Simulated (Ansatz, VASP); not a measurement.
**One calculation of CdI2, two programs**

```
CELL_PARAMETERS angstrom
4.24400 0.00000 0.00000
-2.12200 3.67541 0.00000
0.00000 0.00000 6.79041
ATOMIC_POSITIONS crystal
Cd 0.00000 0.00000 0.00000
I 0.33333 0.66667 0.24920
I 0.66667 0.33333 0.75080
```

Change from the starting cell: zz strain of -1 %.

Alike in both runs: task single point; functional PBEsol; k mesh 8 × 8 × 5; occupations fermi-dirac, width 0.03 eV; no spin polarisation.

```csv
,VASP,Ansatz
version,VASP 6.6.1,Ansatz 0.2.0
potentials or method,"VASP PAW PBE potentials, release 64 (Cd, I), cutoff 500 eV","all-electron LAPW, scalar-relativistic"
```

```csv
,VASP,Ansatz,Ansatz less VASP
gap on the k mesh at the Fermi level (eV),2.33,2.33,+0.009
pressure (GPa),0.1,-0.1,-0.12
"traceless stress, the component that is largest in VASP (GPa)",0.26,0.28,+0.011
rms of the force components (eV/Å),0.004,0.008,+0.0048
```

VASP's potentials were made for PBE, not for PBEsol. Atom by atom the forces differ by 0.012 eV/Å (rms over components). Ansatz ran all-electron here, and VASP with PAW potentials.

Spin-orbit coupling is off throughout.
